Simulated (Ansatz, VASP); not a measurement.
**One calculation of As3Se, two programs**

```xyz
4
Lattice="4.2756 0.0000 0.0000 0.0000 4.2756 0.0000 0.0000 0.0000 4.2756" Properties=species:S:1:pos:R:3 pbc="T T T"
As    0.0000    2.1378    2.1378
As    2.1378    0.0000    2.1378
As    2.1378    2.1378    0.0000
Se    0.0000    0.0000    0.0000
```

Change from the starting cell: species swapped into the YSn3 type (Pm-3m, No. 221).

Alike in both runs: functional PBE; k mesh 4 × 4 × 4; occupations gaussian, width 0.2 eV; no spin polarisation.

Ansatz relaxed the structure, and its values are those at the end. VASP's run is a single point on that final structure, the one shown.

```csv
,VASP,Ansatz
version,VASP 6.6.1,Ansatz 0.2.0
potentials or method,"VASP PAW PBE potentials, release 64 (As, Se), cutoff 500 eV","scalar-relativistic, plane waves, PAW"
valence electrons in the cell,21,61
```

```tsv
	VASP	Ansatz	Ansatz less VASP
gap on the k mesh at the Fermi level (eV)	none	none	-
pressure (GPa)	0.5	0.5	-0.02
```

A gap of «none» marks a metal or a gap that the smearing closes. VASP's potentials hold 21 valence electrons a cell and Ansatz's 61, so a difference there can come from the potentials and not from the codes.

The k mesh is coarse, so the values compare programs but aren't converged.
